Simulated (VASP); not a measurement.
GaP:

```
Ga P
1.0
     0.00000    2.72581    2.72581
     2.72581    0.00000    2.72581
     2.72581    2.72581    0.00000
Ga P
1 1
Direct
  0.00000 0.00000 0.00000
  0.75000 0.75000 0.75000
```

| Item | Value |
| --- | --- |
| Program | VASP 6.6.1 |
| Task | relaxation of cell and atoms |
| Functional | LDA |
| Potentials or basis | VASP PAW LDA potentials, release 64 (Ga_d, P) |
| Cutoff | 600 eV |
| k mesh | 8 × 8 × 8 |
| Occupations | gaussian, width 0.02 eV |
| Spin | no spin polarisation |

At the start: pressure -2.7 GPa; volume 20.25 Å³/atom.

Q: Where does the relaxation end?

A: Over 3 steps the energy falls by 5.6 meV/atom and the volume is 19.61 Å³/atom (-3.2 %); space group F-43m (No. 216, to 0.1 Å) before and after.

The path:
| step | energy change (eV) | largest force (eV/Å) | pressure (GPa) | volume (Å³) |
| --- | --- | --- | --- | --- |
| 1 | 0.0000 | 0.0000 | -2.70 | 40.51 |
| 2 | -0.0078 | 0.0000 | 1.64 | 38.54 |
| 3 | -0.0112 | 0.0000 | -0.01 | 39.22 |

Final structure:
```
CELL_PARAMETERS angstrom
0.00000 2.69659 2.69659
2.69659 0.00000 2.69659
2.69659 2.69659 0.00000
ATOMIC_POSITIONS crystal
Ga 0.00000 0.00000 0.00000
P 0.75000 0.75000 0.75000
```
